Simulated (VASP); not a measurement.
Input of a VASP 6.6.1 run:

Contents of INCAR:

```
PREC = Accurate
ENCUT = 520
EDIFF = 1E-6
ISMEAR = 0
SIGMA = 0.1
LREAL = False
LASPH = True
NELM = 80
ALGO = Normal
ISIF = 2
LWAVE = False
LCHARG = True
LDIPOL = True
IDIPOL = 3
DIPOL = 0.5 0.5 0.302
GGA = PE
LELF = True
LVHAR = True
LVACPOTAV = True
NBANDS = 74
```

KPOINTS

```
Automatic mesh
0
Gamma
  6 6 1
```

POSCAR

```
HPt6
1.0
    5.6143281343      0.0000000000      0.0000000000
   -2.8071640672      4.8621507895      0.0000000000
    0.0000000000      0.0000000000     22.6192653717
Pt H
12 2
Direct
    0.3333333333      0.1666666667      0.1768404028
    0.3333333333      0.6666666667      0.1768404028
    0.8333333333      0.1666666667      0.1768404028
    0.8333333333      0.6666666667      0.1768404028
    0.1666666667      0.3333333333      0.2789526245
    0.1666666667      0.8333333333      0.2789526245
    0.6666666667      0.3333333333      0.2789526245
    0.6666666667      0.8333333333      0.2789526245
    0.0000000000      0.0000000000      0.3810585901
    0.0000000000      0.5000000000      0.3810585901
    0.5000000000      0.0000000000      0.3810585901
    0.5000000000      0.5000000000      0.3810585901
    0.2165785766      0.4331571533      0.4433948321
    0.2834214234      0.5668428467      0.4433948321
```

Potentials or basis: VASP PAW PBE potentials, release 64 (Pt, H).

Command:

```console
$ cat potpaw_PBE.64/Pt/POTCAR potpaw_PBE.64/H/POTCAR > POTCAR
$ mpirun -np 1 vasp_std > vasp.out
```

Problem. Predict the largest force.

Solution. 7.709 eV/Å.

Problem. What does it give for the band gap on the k mesh?

Solution. Zero (bands 61 and 62 overlap by 0.73 eV).

Forces in eV/Å, atoms in the order of the input:
```
Pt   0.050  0.006 -0.054
Pt   0.000  0.019  0.056
Pt  -0.050  0.006 -0.054
Pt   0.000 -0.008  0.122
Pt   0.000 -0.112 -0.353
Pt   0.000  0.093 -0.084
Pt   0.000  0.076  0.293
Pt   0.000  0.093 -0.084
Pt   0.000 -0.377 -0.217
Pt  -0.616 -0.072 -0.004
Pt   0.000  0.363 -0.251
Pt   0.616 -0.072 -0.004
H    0.000 -7.702  0.317
H    0.000  7.688  0.317
```

Caveat: spin-orbit coupling is left out, which moves the levels of the heavy elements.
